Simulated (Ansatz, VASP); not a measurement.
## IrS: VASP beside Ansatz

INCAR

```
ALGO = Normal
EDIFF = 1E-6
ENCUT = 560
GGA_COMPAT = F
ISIF = 2
ISMEAR = 0
LASPH = T
LCHARG = F
LREAL = F
LWAVE = F
NBANDS = 18
NELM = 120
PREC = Accurate
SIGMA = 0.05
```

Contents of KPOINTS:

```
k-points
0
Gamma
  10 10 10
```

The input POSCAR:

```
IrS
1.0
    0.0000000000      2.6364931245      2.6364931245
    2.6364931245      0.0000000000      2.6364931245
    2.6364931245      2.6364931245      0.0000000000
Ir S
1 1
Direct
    0.0000000000      0.0000000000      0.0000000000
    0.2500000000      0.2500000000      0.2500000000
```

Input for Ansatz:

```yaml
crystal:
  lattice:
    - [0.0, 2.6364931245, 2.6364931245]
    - [2.6364931245, 0.0, 2.6364931245]
    - [2.6364931245, 2.6364931245, 0.0]
  atoms:
    - { symbol: Ir, position: [0.0, 0.0, 0.0] }
    - { symbol: S, position: [0.25, 0.25, 0.25] }
basis:
  ecutwfc: 420
  ecutrho_ratio: 4
kpoints:
  mp_grid: { grid: [10, 10, 10] }
hamiltonian:
  xc: lda
scf:
  occupations: { method: gaussian, width: 0.05 }
output:
  forces: true
  stress: true
  eigenvalues: true
  populations: true
```

Alike in both runs: task single point; functional LDA; k mesh 10 × 10 × 10; occupations gaussian, width 0.05 eV; no spin polarisation.

|  | VASP | Ansatz |
| --- | --- | --- |
| version | VASP 6.6.1 | Ansatz 0.2.0 |
| potentials or method | VASP PAW LDA potentials, release 64 (Ir_sv_GW, S), cutoff 560 eV | scalar-relativistic, plane waves, PAW |
| valence electrons in the cell | 23 | 23 |

VASP gave:

* gap on the k mesh at the Fermi level (eV): none
* pressure (GPa): -8.7

**Question.** Estimate Ansatz's values.

**Answer.** gap on the k mesh at the Fermi level (eV): none; pressure (GPa): -8.4.

LDA's correlation is that of Perdew and Zunger in VASP and of Perdew and Wang (1992) in Ansatz. A gap of «none» marks a metal or a gap that the smearing closes.

Neither program's run includes spin-orbit coupling.
